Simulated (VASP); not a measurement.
Here is a VASP 6.6.1 calculation.

File POSCAR:

```
Ti
1.0
   -1.6258948694      1.5446001259      1.6258948694
    1.6258948694     -1.5446001259      1.6258948694
    1.6258948694      1.5446001259     -1.6258948694
Ti
1
Direct
    0.0000000000      0.0000000000      0.0000000000
```

Contents of INCAR.step1:

```
SYSTEM = Ti
  ALGO = Normal
  EDIFF = 1E-4
  ENCUT = 520
  GGA = PE
  ISMEAR = 0
  LASPH = .True.
  LCHARG = .False.
  LREAL = .False.
  LWAVE = .True.
  NBANDS = 12
  NELM = 60
  PREC = Accurate
  SIGMA = 0.15
```

Contents of INCAR.step2:

```
SYSTEM = Ti
  ALGO = Normal
  EDIFF = 1E-6
  ENCUT = 520
  ISIF = 2
  ISMEAR = 0
  ISTART = 1
  LASPH = .True.
  LCHARG = .False.
  LMIXTAU = .True.
  LREAL = .False.
  LWAVE = .False.
  METAGGA = R2SCAN
  NBANDS = 12
  NELM = 60
  PREC = Accurate
  SIGMA = 0.15
```

File KPOINTS:

```
k-points
0
Gamma
  26 26 26
  0 0 0
```

Potentials or basis: VASP PAW PBE potentials, release 64 (Ti_sv).

The run is started by

```sh
$ cat potpaw_PBE.64/Ti_sv/POTCAR > POTCAR
$ cp INCAR.step1 INCAR
$ mpirun -np 1 vasp_std > vasp.out
$ cp INCAR.step2 INCAR
$ mpirun -np 1 vasp_std > vasp.out
```

(1) What does it give for the pressure?

(2) Estimate the band gap on the k mesh.

Results:

(1) 6.8 GPa.

(2) zero (bands 6 and 7 overlap by 1.88 eV).

Caveat: the cell differs from its parent crystal (strain -0.0500 x Voigt [0, 1, 0, 0, 0, 0]); the cell stands under pressure; the PAW data sets were made with another functional, which shifts forces and pressure a little.
